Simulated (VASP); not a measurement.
Set up this calculation in VASP 6.6.1, as the native input.

```yaml
Task: single point
Functional: PBE
Potentials_or_basis: VASP PAW PBE potentials, release 64 (Ca_sv)
Cutoff: 520 eV
k_mesh: 14 × 14 × 14
Occupations: gaussian, width 0.15 eV
Spin: no spin polarisation
Dipole_correction: no
Further_INCAR_settings: ALGO = Normal; EDIFF = 1e-07; NBANDS = 11
```

The structure of Ca lies in POSCAR:

```
Ca
1.0
    3.4886563400      0.0000000000      0.0000000000
    0.0000000000      3.4886563400      0.0000000000
    0.0000000000      0.0000000000      3.4886563400
Ca
1
Direct
    0.0000000000      0.0000000000      0.0000000000
```

This isn't the form of Ca at room conditions, which is fcc.

One way to write it, as run:

INCAR

```
SYSTEM = Ca
PREC = Accurate
ENCUT = 520
EDIFF = 1E-7
ISMEAR = 0
SIGMA = 0.15
LREAL = .FALSE.
LASPH = .TRUE.
NELM = 100
ALGO = Normal
ISIF = 2
LWAVE = .FALSE.
LCHARG = .FALSE.
GGA = PE
NBANDS = 11
```

KPOINTS

```
Automatic mesh
0
G
  14 14 14
  0 0 0
```

Potentials or basis: VASP PAW PBE potentials, release 64 (Ca_sv).

The run is started by

```console
$ cat potpaw_PBE.64/Ca_sv/POTCAR > POTCAR
$ mpirun -np 1 vasp_std > vasp.out
```

It gave:

```
Pressure               : 0.3 GPa
Band gap on the k mesh : zero (bands 5 and 6 overlap by 1.17 eV)
```

Run time: 59 s on 1 thread of Intel Xeon 8259CL, with other jobs on the host, peak memory 0.19 GiB.
